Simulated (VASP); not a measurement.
A run of VASP 6.6.1 is set up as follows.

INCAR

```
ALGO = Normal
EDIFF = 1E-6
ENCUT = 600
GGA = PE
GGA_COMPAT = F
ISIF = 2
ISMEAR = -1
LASPH = T
LCHARG = T
LELF = T
LREAL = F
LVHAR = T
LWAVE = F
NBANDS = 106
NELM = 120
PREC = Accurate
SIGMA = 0.01
```

The input KPOINTS:

```
k-points
0
Gamma
  1 1 1
```

Contents of POSCAR:

```
HfO2
1.0
   -0.8929106200      5.2124939800      5.2775973300
    4.2687115500      0.0000000000      5.2725637200
    5.1616221700      5.2124939800     -0.0050336100
Hf O
8 16
Direct
    0.4447262676      0.2643609781      0.0120935244
    0.9447262676      0.7643609781      0.5120935244
    0.0106948068      0.7795429351      0.9446900642
    0.5106948068      0.2795429351      0.4446900642
    0.0552737324      0.2356390219      0.4879064756
    0.5552737324      0.7356390219      0.9879064756
    0.4893051932      0.7204570649      0.5553099358
    0.9893051932      0.2204570649      0.0553099358
    0.1333033609      0.8422042776      0.6075871189
    0.6333033609      0.3422042776      0.1075871189
    0.1081704942      0.4172070208      0.1333166827
    0.6081704942      0.9172070208      0.6333166827
    0.3666966391      0.6577957224      0.8924128811
    0.8666966391      0.1577957224      0.3924128811
    0.3918295058      0.0827929792      0.3666833173
    0.8918295058      0.5827929792      0.8666833173
    0.3018492793      0.0292486146      0.0456276563
    0.8018492793      0.5292486146      0.5456276563
    0.0483935652      0.1204051582      0.8020038399
    0.5483935652      0.6204051582      0.3020038399
    0.1981507207      0.4707513854      0.4543723437
    0.6981507207      0.9707513854      0.9543723437
    0.4516064348      0.3795948418      0.6979961601
    0.9516064348      0.8795948418      0.1979961601
```

Potentials or basis: VASP PAW PBE potentials, release 64 (Hf_pv, O).

The run is started by

```console
$ cat potpaw_PBE.64/Hf_pv/POTCAR potpaw_PBE.64/O/POTCAR > POTCAR
$ mpirun -np 1 vasp_gam > vasp.out
```

**Question.** Predict the pressure.

**Answer.** -3.9 GPa.

**Question.** Predict the largest force.

**Answer.** 0.234 eV/Å.

Stress tensor (GPa, compression positive):
```
-4.45 -0.24  0.98
-0.24 -1.79  0.27
 0.98  0.27 -5.56
```

Caveat: the k points lie up to 1.11 Å⁻¹ apart, too coarse for converged energies, forces and pressures.
